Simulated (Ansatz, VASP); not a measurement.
# Two plane-wave programs on Al2Cu

Contents of INCAR:

```
  ALGO = Fast
  EDIFF = 1E-7
  ENCUT = 520
  GGA = PS
  ISIF = 2
  ISMEAR = 0
  LASPH = T
  LCHARG = F
  LREAL = F
  LWAVE = F
  NBANDS = 16
  NELM = 60
  PREC = Accurate
  SIGMA = 0.15
```

The input KPOINTS:

```
k-points
0
Gamma
  16 16 16
```

File POSCAR:

```
Al2Cu
1.0
   -2.0246315468      2.0246315468      2.8630136658
    2.0246315468     -2.0246315468      2.8630136658
    2.0246315468      2.0246315468     -2.8630136658
Al Cu
2 1
Direct
    0.7500000000      0.2500000000      0.5000000000
    0.2500000000      0.7500000000      0.5000000000
    0.5000000000      0.5000000000      0.0000000000
```

Input for Ansatz:

```yaml
crystal:
  lattice:
    - [-2.0246315513, 2.0246315513, 2.8630136555]
    - [2.0246315513, -2.0246315513, 2.8630136555]
    - [2.0246315513, 2.0246315513, -2.8630136555]
  atoms:
    - { symbol: Al, position: [0.75, 0.25, 0.5] }
    - { symbol: Al, position: [0.25, 0.75, 0.5] }
    - { symbol: Cu, position: [0.5, 0.5, 0.0] }
basis:
  ecutwfc: 420
kpoints:
  mp_grid: { grid: [16, 16, 16] }
hamiltonian:
  xc: pbesol
scf:
  occupations: { method: gaussian, width: 0.15 }
output:
  forces: true
  stress: true
  eigenvalues: true
  write_density: true
  write_potential: true
  elf: true
  volumetric_format: npy
```

Alike in both runs: task single point; functional PBEsol; k mesh 16 × 16 × 16; occupations gaussian, width 0.15 eV; no spin polarisation.

|  | VASP | Ansatz |
| --- | --- | --- |
| version | VASP 6.6.1 | Ansatz 0.2.0 |
| potentials or method | VASP PAW PBE potentials, release 64 (Al, Cu), cutoff 520 eV | scalar-relativistic, plane waves, PAW |
| valence electrons in the cell | 17 | 25 |

VASP gave:

| Item | Value |
| --- | --- |
| gap on the k mesh at the Fermi level (eV) | none |
| pressure (GPa) | 0.2 |

**Question.** What did Ansatz give for the same quantities?

**Answer.** gap on the k mesh at the Fermi level (eV): none; pressure (GPa): 0.0.

VASP's potentials were made for PBE, not for PBEsol. A gap of «none» marks a metal or a gap that the smearing closes. VASP's potentials hold 17 valence electrons a cell and Ansatz's 25, so a difference there can come from the potentials and not from the codes.
